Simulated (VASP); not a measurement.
# SrNb (Pmma) in VASP: single point with PBE

Aim: the single point of SrNb with PBE.

All numbers are computed with VASP 6.6.1; they aren't measurements. Logs are shortened: lines on timing, memory, paths and dates and some standing lists are left out, and cuts for length are marked.

**1. The cell of the first run**

The structure is orthorhombic, space group Pmma (No. 51). The conventional cell has a = 4.584 Å, b = 3.426 Å, c = 8.455 Å, α = 90.00°, β = 90.00°, γ = 90.00°. Within 4.6 Å of Sr (site symmetry mm2) lie 6 Nb at 3.42 to 3.54 Å and 6 Sr at 3.43 to 4.58 Å. Within 3.2 Å of Nb (site symmetry mm2) lie 2 Nb at 2.46 Å.

The cell was generated, and may not be a known phase.

**2. Single point, PBE**

INCAR reads:

```
SYSTEM = SrNb
  PREC = Accurate
  ENCUT = 520
  EDIFF = 1E-6
  ISMEAR = 0
  SIGMA = 0.1
  LREAL = .False.
  LASPH = .True.
  NELM = 100
  ALGO = Fast
  ISIF = 2
  LWAVE = .False.
  LCHARG = .False.
  GGA = PE
  NBANDS = 31
```

KPOINTS reads:

```
Automatic mesh
0
Gamma
  8 10 4
  0 0 0
```

POSCAR reads:

```
SrNb
1.0
    4.5842725768      0.0000000000      0.0000000000
    0.0000000000      3.4256348143      0.0000000000
    0.0000000000      0.0000000000      8.4546790501
Sr Nb
2 2
Direct
    0.7500000000      0.0000000000      0.7023184722
    0.2500000000      0.0000000000      0.2976815278
    0.2500000000      0.5000000000      0.9478363062
    0.7500000000      0.5000000000      0.0521636938
```

Potentials or basis: VASP PAW PBE potentials, release 64 (Sr_sv, Nb_sv).

On the command line:

```
$ cat potpaw_PBE.64/Sr_sv/POTCAR potpaw_PBE.64/Nb_sv/POTCAR > POTCAR
$ mpirun -np 1 vasp_std > vasp.out
```

OUTCAR:

```text
SYSTEM = SrNb
   PREC = Accurate
   ENCUT = 520
   EDIFF = 1E-6
   ISMEAR = 0
   LREAL = .False.
   LASPH = .True.
   NELM = 100
   ISIF = 2
   GGA = PE

 ion  position               nearest neighbor table
   1  0.750  0.000  0.702-   4 3.42   4 3.42   3 3.54   3 3.54   3 3.54   3 3.54   2 4.12   2 4.12

   2  0.250  0.000  0.298-   3 3.42   3 3.42   4 3.54   4 3.54   4 3.54   4 3.54   1 4.12   1 4.12

   3  0.250  0.500  0.948-   4 2.46   4 2.46   2 3.42   2 3.42   1 3.54   1 3.54   1 3.54   1 3.54

   4  0.750  0.500  0.052-   3 2.46   3 2.46   1 3.42   1 3.42   2 3.54   2 3.54   2 3.54   2 3.54

  LATTYP: Found a simple orthorhombic cell.
 ALAT       =     3.4256348143
 B/A-ratio  =     1.3382257086
 C/A-ratio  =     2.4680619822

  Lattice vectors:

 A1 = (   0.0000000000,  -3.4256348143,   0.0000000000)
 A2 = (   4.5842725768,   0.0000000000,   0.0000000000)
 A3 = (   0.0000000000,   0.0000000000,   8.4546790501)

Analysis of symmetry for initial positions (statically):
=====================================================================
 Subroutine PRICEL returns:
 Original cell was already a primitive cell.

 Routine SETGRP: Setting up the symmetry group for a
 simple orthorhombic supercell.

 Subroutine GETGRP returns: Found  8 space group operations
 (whereof  4 operations were pure point group operations)
 out of a pool of  8 trial point group operations.

The static configuration has the point symmetry C_2h.
 The point group associated with its full space group is D_2h.

Analysis of symmetry for dynamics (positions and initial velocities):
=====================================================================
 Subroutine PRICEL returns:
 Original cell was already a primitive cell.

 Routine SETGRP: Setting up the symmetry group for a
 simple orthorhombic supercell.

 Subroutine GETGRP returns: Found  8 space group operations
 (whereof  4 operations were pure point group operations)
 out of a pool of  8 trial point group operations.

The dynamic configuration has the point symmetry C_2h.
 The point group associated with its full space group is D_2h.

 Subroutine INISYM returns: Found  8 space group operations
 (whereof  4 operations are pure point group operations),
 and found     1 'primitive' translations

----------------------------------------------------------------------------------------

                                     Primitive cell

  volume of cell :     132.7726

  direct lattice vectors                    reciprocal lattice vectors
     4.584272577  0.000000000  0.000000000     0.218137116  0.000000000  0.000000000
     0.000000000  3.425634814  0.000000000     0.000000000  0.291916697  0.000000000
     0.000000000  0.000000000  8.454679050     0.000000000  0.000000000  0.118277701

  length of vectors
     4.584272577  3.425634814  8.454679050     0.218137116  0.291916697  0.118277701

  position of ions in fractional coordinates (direct lattice)
     0.750000000  0.000000000  0.702318472
     0.250000000  0.000000000  0.297681528
     0.250000000  0.500000000  0.947836306
     0.750000000  0.500000000  0.052163694

  ion indices of the primitive-cell ions
   primitive index   ion index
                 1           1
                 2           2
                 3           3
                 4           4

----------------------------------------------------------------------------------------

 KPOINTS: Automatic mesh

Automatic generation of k-mesh.
 Grid dimensions read from file:
 generate k-points for:    8   10    4

 Generating k-lattice:

  Cartesian coordinates                     Fractional coordinates (reciprocal lattice)
     0.027267140  0.000000000  0.000000000     0.125000000  0.000000000  0.000000000
     0.000000000  0.029191670  0.000000000     0.000000000  0.100000000  0.000000000
     0.000000000  0.000000000  0.029569425     0.000000000  0.000000000  0.250000000

  Length of vectors
     0.027267140  0.029191670  0.029569425

  Shift w.r.t. Gamma in fractional coordinates (k-lattice)
     0.000000000  0.000000000  0.000000000

 Subroutine IBZKPT returns following result:
 ===========================================

 Found     90 irreducible k-points:

 Following reciprocal coordinates:
            Coordinates               Weight
  0.000000  0.000000  0.000000      1.000000
  0.125000  0.000000  0.000000      2.000000
  0.250000  0.000000  0.000000      2.000000
  0.375000  0.000000  0.000000      2.000000
  0.500000  0.000000  0.000000      1.000000
  0.000000  0.100000  0.000000      2.000000
[... 16 lines left out ...]
  0.250000  0.400000  0.000000      4.000000
  0.375000  0.400000  0.000000      4.000000
 [... further k-points ...]
   k-points           NKPTS =     90   k-points in BZ     NKDIM =     90   number of bands    NBANDS=     31
   number of dos      NEDOS =    301   number of ions     NIONS =      4
   total plane-waves  NPLWV =  64512
   dimension x,y,z NGX =    36 NGY =   28 NGZ =   64
   dimension x,y,z NGXF=    72 NGYF=   56 NGZF=  128
   ions per type =               2   2
   NGX,Y,Z   is equivalent  to a cutoff of  13.06, 13.59, 12.58 a.u.
   NGXF,Y,Z  is equivalent  to a cutoff of  26.11, 27.18, 25.17 a.u.
 SYSTEM =  SrNb
   PREC   = accura    normal or accurate (medium, high low for compatibility)
   ISTART =      0    job   : 0-new  1-cont  2-samecut
   ICHARG =      2    charge: 1-file 2-atom 10-const
   ISPIN  =      1    spin polarized calculation?
   LNONCOLLINEAR =      F non collinear calculations
   LSORBIT =      F    spin-orbit coupling
   LASPH  =      T    aspherical Exc in radial PAW
   ENCUT  =  520.0 eV  38.22 Ry    6.18 a.u.   8.52  6.37 15.72*2*pi/ulx,y,z
   NELM   =    100;   NELMIN=  2; NELMDL= -5     # of ELM steps
   EDIFF  = 0.1E-05   stopping-criterion for ELM
   LREAL  =      F    real-space projection
   EDIFFG = 0.1E-04   stopping-criterion for IOM
   NSW    =      0    number of steps for IOM
   IBRION =     -1    ionic relax: 0-MD 1-quasi-New 2-CG
   NFREE  =      0    steps in history (QN), initial steepest desc. (CG)
   ISIF   =      2    stress and relaxation
   ISYM   =      2    0-nonsym 1-usesym 2-fastsym
   POTIM  = 0.5000    time-step for ionic-motion
   TEBEG  =    0.0;   TEEND  =   0.0 temperature during run
   PSTRESS=    0.0 pullay stress
   NELECT =      46.0000    total number of electrons
   NUPDOWN=      -1.0000    fix difference up-down
   EMIN   =  10.00;   EMAX   =-10.00  energy-range for DOS
   EFERMI =   0.00;   METHOD = LEGACY
   ISMEAR =     0;   SIGMA  =   0.10  broadening in eV -4-tet -1-fermi 0-gaus
   EFERMI_NEDOS =   21; number of points for ismear=-14 and -15
   IALGO  =     68    algorithm
   IMIX   =      4    mixing-type and parameters
     AMIX     =   0.40;   BMIX     =  1.00
     AMIX_MAG =   1.60;   BMIX_MAG =  1.00
  volume/ion in A,a.u.               =      33.19       224.00
  Fermi-wavevector in a.u.,A,eV,Ry     =   1.149806  2.172818 17.987634  1.322054
  Thomas-Fermi vector in A             =   2.286474
   LORBIT       =      0    0 simple, 1 ext, 2 COOP (PROOUT), +10 PAW based schemes
   GGA     = PE    functional components
   LHFCALC =     F    Hartree Fock is set to
   AEXX    =    0.0000 exact exchange contribution
   IVDW    =     0    specifies the selected vdW correction
   LEPSILON=     F    determine dielectric tensor
   LRPA    =     F    only Hartree local field effects (RPA)
 non-spin polarized calculation
 RMM-DIIS sequential band-by-band and
 Gauss-broadening in eV      SIGMA  =   0.10
  energy-cutoff  :      520.00
  volume of cell :      132.77
 maximum number of plane-waves:      3630
 NGX is ok and might be reduce to    36
   NGX = 17   NGY = 13   NGZ = 31

 number of electron      45.9999998 magnetization

 Free energy of the ion-electron system (eV)
  ---------------------------------------------------
  ext. energy  EPLUGINS =         0.00000000
  ---------------------------------------------------
  free energy    TOTEN  =       -20.76017131 eV

  energy without entropy =      -20.72824194  energy(sigma->0) =      -20.74420663

 E-fermi :   4.1897     XC(G=0):  -9.0645

 val. band max:        4.1880222632   @ k =   0.2500   0.5000   0.2500
 cond. band min:       4.1962751443   @ k =   0.3750   0.0000   0.2500
 fundamental gap:      0.0082528812
 Fermi energy:         4.1896643041

 k-point     1 :       0.0000    0.0000    0.0000
  band No.  band energies     occupation
      1     -50.6240      2.00000
      2     -50.1222      2.00000
      3     -31.4721      2.00000
      4     -31.4648      2.00000
      5     -27.7452      2.00000
      6     -26.5574      2.00000
[... 23 lines left out ...]
     30       6.1874      0.00000
     31       6.2022      0.00000

 k-point     2 :       0.1250    0.0000    0.0000
  band No.  band energies     occupation
      1     -50.6057      2.00000
      2     -50.1422      2.00000
      3     -31.4715      2.00000
      4     -31.4649      2.00000
      5     -27.6890      2.00000
      6     -26.5684      2.00000
[... 23 lines left out ...]
     30       6.0285      0.00000
     31       6.3301      0.00000

 k-point     3 :       0.2500    0.0000    0.0000
  band No.  band energies     occupation
      1     -50.5535      2.00000
      2     -50.1988      2.00000
      3     -31.4701      2.00000
      4     -31.4651      2.00000
      5     -27.5327      2.00000
      6     -26.6774      2.00000
[... 23 lines left out ...]
     30       6.0464      0.00000
     31       6.5309      0.00000

 k-point     4 :       0.3750    0.0000    0.0000
  band No.  band energies     occupation
      1     -50.4742      2.00000
      2     -50.2824      2.00000
      3     -31.4683      2.00000
      4     -31.4657      2.00000
      5     -27.3110      2.00000
      6     -26.8495      2.00000
[... 635 lines left out ...]
     30       7.1450      0.00000
     31       7.3253      0.00000

 k-point    23 :       0.2500    0.4000    0.0000
  band No.  band energies     occupation
      1     -50.5430      2.00000
      2     -50.1894      2.00000
      3     -31.4029      2.00000
      4     -31.3970      2.00000
      5     -27.5149      2.00000
      6     -26.6630      2.00000
[... 23 lines left out ...]
     30       7.3104      0.00000
     31       7.3763      0.00000

 k-point    24 :       0.3750    0.4000    0.0000
  band No.  band energies     occupation
      1     -50.4640      2.00000
      2     -50.2727      2.00000
      3     -31.4009      2.00000
      4     -31.3977      2.00000
      5     -27.2941      2.00000
      6     -26.8337      2.00000
[... 23 lines left out ...]
     30       7.2844      0.00000
     31       7.4308      0.00000

 [... further k-points ...]

------------------------ aborting loop because EDIFF is reached ----------------------------------------

  FORCE on cell =-STRESS in cart. coord.  units (eV):
  Direction    XX          YY          ZZ          XY          YZ          ZX
  --------------------------------------------------------------------------------------
  -------------------------------------------------------------------------------------
  Total        0.0082298     -0.0143046      0.0079296      0.0000000      0.0000000      0.0000000
  in kB        0.0993101     -0.1726152      0.0956869      0.0000000      0.0000000      0.0000000
  external PRESSURE =       0.0074606 kB  Pullay stress =       0.0000000 kB

 VOLUME and BASIS-vectors are now :
 -----------------------------------------------------------------------------
  energy-cutoff  :      520.00
  volume of cell :      132.77
      direct lattice vectors                 reciprocal lattice vectors
     4.584272577  0.000000000  0.000000000     0.218137116  0.000000000  0.000000000
     0.000000000  3.425634814  0.000000000     0.000000000  0.291916697  0.000000000
     0.000000000  0.000000000  8.454679050     0.000000000  0.000000000  0.118277701

 POSITION                                       TOTAL-FORCE (eV/Angst)
 -----------------------------------------------------------------------------------
      3.43820      0.00000      5.93788        -0.000000     -0.000000     -0.003811
      1.14607      0.00000      2.51680         0.000000      0.000000      0.003811
      1.14607      1.71282      8.01365        -0.000000     -0.000000     -0.001759
      3.43820      1.71282      0.44103        -0.000000      0.000000      0.001759
 -----------------------------------------------------------------------------------
    total drift:                                0.000000     -0.000000      0.000000

  FREE ENERGIE OF THE ION-ELECTRON SYSTEM (eV)
  ---------------------------------------------------
  free  energy   TOTEN  =       -20.7601713141 eV

  energy  without entropy=      -20.7282419398  energy(sigma->0) =      -20.74420663
```

Wall time 13 min (1 thread of AMD EPYC 9R45 (Zen 5), shared host); peak memory 0.44 GiB.

What came out:

| Property | Result |
| --- | --- |
| Free energy | -20.7602 eV |
| Pressure | 0.0 GPa |
| Largest force | 0.004 eV/Å |
| Band gap on the k mesh | zero (bands 23 and 24 overlap by 0.48 eV) |

Forces in eV/Å, atoms in the order of the input:
```
Sr   0.000  0.000 -0.004
Sr   0.000  0.000  0.004
Nb   0.000  0.000 -0.002
Nb   0.000  0.000  0.002
```
